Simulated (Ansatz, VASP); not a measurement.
**Two plane-wave programs on TaN**

INCAR

```
  PREC = Accurate
  ENCUT = 520
  EDIFF = 1E-8
  ISMEAR = -1
  SIGMA = 0.01
  LREAL = F
  LASPH = T
  NELM = 80
  ALGO = Normal
  ISIF = 2
  LWAVE = F
  LCHARG = F
  GGA = PE
  LEFG = T
  NBANDS = 33
```

Contents of KPOINTS:

```
regular mesh
0
Gamma
  6 6 9
```

The input POSCAR:

```
TaN
1.0
    5.1786228078      0.0000000000      0.0000000000
   -2.5893114038      4.4848189081      0.0000000000
    0.0000000000      0.0000000000      2.9012641413
Ta N
3 3
Direct
    0.3333333333      0.6666666667      0.5000000000
    0.6666666667      0.3333333333      0.5000000000
    0.0000000000      0.0000000000      0.0000000000
    0.3928500000      0.0000000000      0.0000000000
    0.6071500000      0.6071500000      0.0000000000
    0.0000000000      0.3928500000      0.0000000000
```

Input for Ansatz:

```yaml
crystal:
  lattice:
    - [5.1786228078, 0.0, 0.0]
    - [-2.5893114038, 4.4848189081, 0.0]
    - [0.0, 0.0, 2.9012641413]
  atoms:
    - { symbol: Ta, position: [0.3333333333, 0.6666666667, 0.5] }
    - { symbol: Ta, position: [0.6666666667, 0.3333333333, 0.5] }
    - { symbol: Ta, position: [0.0, 0.0, 0.0] }
    - { symbol: "N", position: [0.39285, 0.0, 0.0] }
    - { symbol: "N", position: [0.60715, 0.60715, 0.0] }
    - { symbol: "N", position: [0.0, 0.39285, 0.0] }
kpoints:
  mp_grid: { grid: [6, 6, 9] }
scf:
  occupations: { method: fermi_dirac, width: 0.01 }
hamiltonian:
  xc: pbe
  pseudopotentials: { kind: paw }
output:
  forces: true
  stress: true
  eigenvalues: true
  efg: { contact_densities: true }
  write_density: true
  write_potential: true
  elf: true
  volumetric_format: npy
```

Change from the starting cell: volume scaled by 0.99, PAW files.

Alike in both runs: task electric field gradients; functional PBE; k mesh 6 × 6 × 9; occupations fermi-dirac, width 0.01 eV; no spin polarisation.

|  | VASP | Ansatz |
| --- | --- | --- |
| version | VASP 6.6.1 | Ansatz 0.2.0 |
| potentials or method | VASP PAW PBE potentials, release 64 (Ta_pv, N) | PAW with Ansatz's default frozen-core files, scalar-relativistic |
| plane-wave cutoff (eV) | 520 | 420 |
| valence electrons in the cell | 48 | 54 |

Ansatz gave:

| Quantity | Value |
| --- | --- |
| pressure (GPa) | 8.3 |
| traceless stress, the component that is largest in VASP (GPa) | 0.05 |
| rms of the force components (eV/Å) | 0.039 |
| size of Vzz on the site where it differs most (V/Å²) | 139.0 |

**Question.** What did VASP give for the same quantities?

**Answer.** Pressure (GPa): 9.1; traceless stress, the component that is largest in VASP (GPa): -0.09; rms of the force components (eV/Å): 0.042; size of Vzz on the site where it differs most (V/Å²): 179.1.

Atom by atom the forces differ by 0.003 eV/Å (rms over components). VASP's potentials hold 48 valence electrons a cell and Ansatz's 54, so a difference there can come from the potentials and not from the codes.

Spin-orbit coupling is off throughout.
